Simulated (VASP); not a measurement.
# CdAu (Pm-3m) in VASP: single point with LDA

Aim: the single point of CdAu with LDA.

Everything below comes from runs of VASP 6.6.1. Logs are shortened: lines on timing, memory, paths and dates and some standing lists are left out, and cuts for length are marked.

## Step 1: The cell of the first run

Symmetry: Pm-3m, No. 221, cubic system. The conventional cell has a = 3.280 Å, b = 3.280 Å, c = 3.280 Å, α = 90.00°, β = 90.00°, γ = 90.00°. Within 3.7 Å of Cd (site symmetry m-3m) lie 8 Au at 2.84 Å and 6 Cd at 3.28 Å. Within 3.7 Å of Au (site symmetry m-3m) lie 8 Cd at 2.84 Å and 6 Au at 3.28 Å.

## Step 2: Single point, LDA

Contents of INCAR:

```
PREC     = Accurate       # precision mode
ENCUT    = 630            # plane-wave cutoff, eV
EDIFF    = 1E-6           # SCF threshold, eV
ISMEAR   = 0              # smearing method
SIGMA    = 0.1            # smearing width, eV
LREAL    = F              # projectors in reciprocal space
LASPH    = T              # aspherical terms in the spheres
NELM     = 120            # most SCF steps
ALGO     = Normal         # electronic algorithm
ISIF     = 2              # what is computed and relaxed
LWAVE    = F              # write WAVECAR
LCHARG   = F              # write CHGCAR
NBANDS   = 26             # bands
GGA_COMPAT= F
```

Contents of KPOINTS:

```
regular mesh
0
Gamma
  12 12 12
```

Contents of POSCAR:

```
CdAu
1.0
    3.2800600245      0.0000000000      0.0000000000
    0.0000000000      3.2800600245      0.0000000000
    0.0000000000      0.0000000000      3.2800600245
Cd Au
1 1
Direct
    0.5000000000      0.5000000000      0.5000000000
    0.0000000000      0.0000000000      0.0000000000
```

Potentials or basis: VASP PAW LDA potentials, release 64 (Cd_sv_GW, Au_sv_GW).

Started as:

```sh
$ cat potpaw_LDA.64/Cd_sv_GW/POTCAR potpaw_LDA.64/Au_sv_GW/POTCAR > POTCAR
$ mpirun -np 1 vasp_std > vasp.out
```

OUTCAR:

```text
PREC = Accurate
   ENCUT = 630
   EDIFF = 1E-6
   ISMEAR = 0
   LREAL = F
   LASPH = T
   NELM = 120
   ISIF = 2

 ion  position               nearest neighbor table
   1  0.500  0.500  0.500-   2 2.84   2 2.84   2 2.84   2 2.84   2 2.84   2 2.84   2 2.84   2 2.84

   2  0.000  0.000  0.000-   1 2.84   1 2.84   1 2.84   1 2.84   1 2.84   1 2.84   1 2.84   1 2.84

  LATTYP: Found a simple cubic cell.
 ALAT       =     3.2800600245

  Lattice vectors:

 A1 = (   3.2800600245,   0.0000000000,   0.0000000000)
 A2 = (   0.0000000000,   3.2800600245,   0.0000000000)
 A3 = (   0.0000000000,   0.0000000000,   3.2800600245)

Analysis of symmetry for initial positions (statically):
=====================================================================
 Subroutine PRICEL returns:
 Original cell was already a primitive cell.

 Routine SETGRP: Setting up the symmetry group for a
 simple cubic supercell.

 Subroutine GETGRP returns: Found 48 space group operations
 (whereof 48 operations were pure point group operations)
 out of a pool of 48 trial point group operations.

The static configuration has the point symmetry O_h .

Analysis of symmetry for dynamics (positions and initial velocities):
=====================================================================
 Subroutine PRICEL returns:
 Original cell was already a primitive cell.

 Routine SETGRP: Setting up the symmetry group for a
 simple cubic supercell.

 Subroutine GETGRP returns: Found 48 space group operations
 (whereof 48 operations were pure point group operations)
 out of a pool of 48 trial point group operations.

The dynamic configuration has the point symmetry O_h .

 Subroutine INISYM returns: Found 48 space group operations
 (whereof 48 operations are pure point group operations),
 and found     1 'primitive' translations

----------------------------------------------------------------------------------------

                                     Primitive cell

  volume of cell :      35.2895

  direct lattice vectors                    reciprocal lattice vectors
     3.280060025  0.000000000  0.000000000     0.304872470  0.000000000  0.000000000
     0.000000000  3.280060025  0.000000000     0.000000000  0.304872470  0.000000000
     0.000000000  0.000000000  3.280060025     0.000000000  0.000000000  0.304872470

  length of vectors
     3.280060025  3.280060025  3.280060025     0.304872470  0.304872470  0.304872470

  position of ions in fractional coordinates (direct lattice)
     0.500000000  0.500000000  0.500000000
     0.000000000  0.000000000  0.000000000

  ion indices of the primitive-cell ions
   primitive index   ion index
                 1           1
                 2           2

----------------------------------------------------------------------------------------

 KPOINTS: regular mesh

Automatic generation of k-mesh.
 Grid dimensions read from file:
 generate k-points for:   12   12   12

 Generating k-lattice:

  Cartesian coordinates                     Fractional coordinates (reciprocal lattice)
     0.025406039  0.000000000  0.000000000     0.083333333  0.000000000  0.000000000
     0.000000000  0.025406039  0.000000000     0.000000000  0.083333333  0.000000000
     0.000000000  0.000000000  0.025406039     0.000000000  0.000000000  0.083333333

  Length of vectors
     0.025406039  0.025406039  0.025406039

  Shift w.r.t. Gamma in fractional coordinates (k-lattice)
     0.000000000  0.000000000  0.000000000

 Subroutine IBZKPT returns following result:
 ===========================================

 Found     84 irreducible k-points:

 Following reciprocal coordinates:
            Coordinates               Weight
  0.000000  0.000000  0.000000      1.000000
  0.083333  0.000000  0.000000      6.000000
  0.166667  0.000000  0.000000      6.000000
  0.250000  0.000000  0.000000      6.000000
  0.333333  0.000000  0.000000      6.000000
  0.416667  0.000000  0.000000      6.000000
[... 16 lines left out ...]
  0.333333  0.333333  0.000000     12.000000
  0.416667  0.333333  0.000000     24.000000
 [... further k-points ...]
   k-points           NKPTS =     84   k-points in BZ     NKDIM =     84   number of bands    NBANDS=     26
   number of dos      NEDOS =    301   number of ions     NIONS =      2
   total plane-waves  NPLWV =  21952
   dimension x,y,z NGX =    28 NGY =   28 NGZ =   28
   dimension x,y,z NGXF=    56 NGYF=   56 NGZF=   56
   ions per type =               1   1
   NGX,Y,Z   is equivalent  to a cutoff of  14.19, 14.19, 14.19 a.u.
   NGXF,Y,Z  is equivalent  to a cutoff of  28.38, 28.38, 28.38 a.u.
 SYSTEM =  unknown system
   PREC   = accura    normal or accurate (medium, high low for compatibility)
   ISTART =      0    job   : 0-new  1-cont  2-samecut
   ICHARG =      2    charge: 1-file 2-atom 10-const
   ISPIN  =      1    spin polarized calculation?
   LNONCOLLINEAR =      F non collinear calculations
   LSORBIT =      F    spin-orbit coupling
   LASPH  =      T    aspherical Exc in radial PAW
   ENCUT  =  630.0 eV  46.30 Ry    6.80 a.u.   6.71  6.71  6.71*2*pi/ulx,y,z
   NELM   =    120;   NELMIN=  2; NELMDL= -5     # of ELM steps
   EDIFF  = 0.1E-05   stopping-criterion for ELM
   LREAL  =      F    real-space projection
   EDIFFG = 0.1E-04   stopping-criterion for IOM
   NSW    =      0    number of steps for IOM
   IBRION =     -1    ionic relax: 0-MD 1-quasi-New 2-CG
   NFREE  =      0    steps in history (QN), initial steepest desc. (CG)
   ISIF   =      2    stress and relaxation
   ISYM   =      2    0-nonsym 1-usesym 2-fastsym
   POTIM  = 0.5000    time-step for ionic-motion
   TEBEG  =    0.0;   TEEND  =   0.0 temperature during run
   PSTRESS=    0.0 pullay stress
   NELECT =      39.0000    total number of electrons
   NUPDOWN=      -1.0000    fix difference up-down
   EMIN   =  10.00;   EMAX   =-10.00  energy-range for DOS
   EFERMI =   0.00;   METHOD = LEGACY
   ISMEAR =     0;   SIGMA  =   0.10  broadening in eV -4-tet -1-fermi 0-gaus
   EFERMI_NEDOS =   21; number of points for ismear=-14 and -15
   IALGO  =     38    algorithm
   IMIX   =      4    mixing-type and parameters
     AMIX     =   0.40;   BMIX     =  1.00
     AMIX_MAG =   1.60;   BMIX_MAG =  1.00
  volume/ion in A,a.u.               =      17.64       119.07
  Fermi-wavevector in a.u.,A,eV,Ry     =   1.692575  3.198503 38.978106  2.864810
  Thomas-Fermi vector in A             =   2.774137
   LORBIT       =      0    0 simple, 1 ext, 2 COOP (PROOUT), +10 PAW based schemes
   GGA     = CA    functional components
   LHFCALC =     F    Hartree Fock is set to
   AEXX    =    0.0000 exact exchange contribution
   IVDW    =     0    specifies the selected vdW correction
   LEPSILON=     F    determine dielectric tensor
   LRPA    =     F    only Hartree local field effects (RPA)
 non-spin polarized calculation
 Gauss-broadening in eV      SIGMA  =   0.10
  energy-cutoff  :      630.00
  volume of cell :       35.29
 maximum number of plane-waves:      1328
 NGX is ok and might be reduce to    28
   NGX = 13   NGY = 13   NGZ = 13

 number of electron      39.0000005 magnetization

 Free energy of the ion-electron system (eV)
  ---------------------------------------------------
  ext. energy  EPLUGINS =         0.00000000
  ---------------------------------------------------
  free energy    TOTEN  =        -5.69956148 eV

  energy without entropy =       -5.69727913  energy(sigma->0) =       -5.69842031

 E-fermi :   8.4107     XC(G=0): -13.1491

 val. band max:        8.3905819324   @ k =   0.3333   0.2500   0.0000
 cond. band min:       8.4374967674   @ k =   0.3333   0.1667   0.1667
 fundamental gap:      0.0469148351
 Fermi energy:         8.4106986853

 k-point     1 :       0.0000    0.0000    0.0000
  band No.  band energies     occupation
      1     -97.3896      2.00000
      2     -93.9522      2.00000
      3     -55.3258      2.00000
      4     -55.3258      2.00000
      5     -55.3258      2.00000
      6     -48.9871      2.00000
[... 18 lines left out ...]
     25      20.6679      0.00000
     26      24.2185      0.00000

 k-point     2 :       0.0833    0.0000    0.0000
  band No.  band energies     occupation
      1     -97.3896      2.00000
      2     -93.9521      2.00000
      3     -55.3265      2.00000
      4     -55.3257      2.00000
      5     -55.3257      2.00000
      6     -48.9887      2.00000
[... 18 lines left out ...]
     25      21.0907      0.00000
     26      24.2193      0.00000

 k-point     3 :       0.1667    0.0000    0.0000
  band No.  band energies     occupation
      1     -97.3895      2.00000
      2     -93.9521      2.00000
      3     -55.3283      2.00000
      4     -55.3255      2.00000
      5     -55.3255      2.00000
      6     -48.9932      2.00000
[... 18 lines left out ...]
     25      22.5214      0.00000
     26      23.8209      0.00000

 k-point     4 :       0.2500    0.0000    0.0000
  band No.  band energies     occupation
      1     -97.3893      2.00000
      2     -93.9520      2.00000
      3     -55.3308      2.00000
      4     -55.3253      2.00000
      5     -55.3253      2.00000
      6     -48.9994      2.00000
[... 18 lines left out ...]
     25      23.5010      0.00000
     26      23.9241      0.00000
[... 496 lines left out ...]
      1     -97.3888      2.00000
      2     -93.9516      2.00000
      3     -55.3356      2.00000
      4     -55.3301      2.00000
      5     -55.3243      2.00000
      6     -49.0102      2.00000
[... 18 lines left out ...]
     25      20.1366      0.00000
     26      20.7437      0.00000

 k-point    23 :       0.3333    0.3333    0.0000
  band No.  band energies     occupation
      1     -97.3888      2.00000
      2     -93.9516      2.00000
      3     -55.3331      2.00000
      4     -55.3328      2.00000
      5     -55.3244      2.00000
      6     -49.0040      2.00000
[... 18 lines left out ...]
     25      20.8602      0.00000
     26      22.1950      0.00000

 k-point    24 :       0.4167    0.3333    0.0000
  band No.  band energies     occupation
      1     -97.3887      2.00000
      2     -93.9515      2.00000
      3     -55.3349      2.00000
      4     -55.3329      2.00000
      5     -55.3242      2.00000
      6     -49.0079      2.00000
[... 18 lines left out ...]
     25      20.4161      0.00000
     26      21.3146      0.00000

 [... further k-points ...]

------------------------ aborting loop because EDIFF is reached ----------------------------------------

  FORCE on cell =-STRESS in cart. coord.  units (eV):
  Direction    XX          YY          ZZ          XY          YZ          ZX
  --------------------------------------------------------------------------------------
  -------------------------------------------------------------------------------------
  Total        0.0639966      0.0639966      0.0639966     -0.0000000      0.0000000     -0.0000000
  in kB        2.9055094      2.9055094      2.9055094     -0.0000000      0.0000000     -0.0000000
  external PRESSURE =       2.9055094 kB  Pullay stress =       0.0000000 kB

 VOLUME and BASIS-vectors are now :
 -----------------------------------------------------------------------------
  energy-cutoff  :      630.00
  volume of cell :       35.29
      direct lattice vectors                 reciprocal lattice vectors
     3.280060025  0.000000000  0.000000000     0.304872470  0.000000000  0.000000000
     0.000000000  3.280060025  0.000000000     0.000000000  0.304872470  0.000000000
     0.000000000  0.000000000  3.280060025     0.000000000  0.000000000  0.304872470

 POSITION                                       TOTAL-FORCE (eV/Angst)
 -----------------------------------------------------------------------------------
      1.64003      1.64003      1.64003         0.000000      0.000000      0.000000
      0.00000      0.00000      0.00000         0.000000      0.000000      0.000000
 -----------------------------------------------------------------------------------
    total drift:                                0.000000      0.000000      0.000000

  FREE ENERGIE OF THE ION-ELECTRON SYSTEM (eV)
  ---------------------------------------------------
  free  energy   TOTEN  =        -5.6995614835 eV

  energy  without entropy=       -5.6972791284  energy(sigma->0) =       -5.69842031
```

Wall time 94 s (1 thread of AMD EPYC 7R43 (Zen 3), shared host); peak memory 0.22 GiB.

Results:

```
Free energy            : -5.6996 eV
Pressure               : 0.3 GPa
Band gap on the k mesh : zero (an odd number of electrons rules out a gap without spin polarisation)
```

Caveat: spin-orbit coupling is left out, which moves the levels of the heavy elements.

The gap in the log of VASP goes by the Fermi energy; the results here count the filled bands.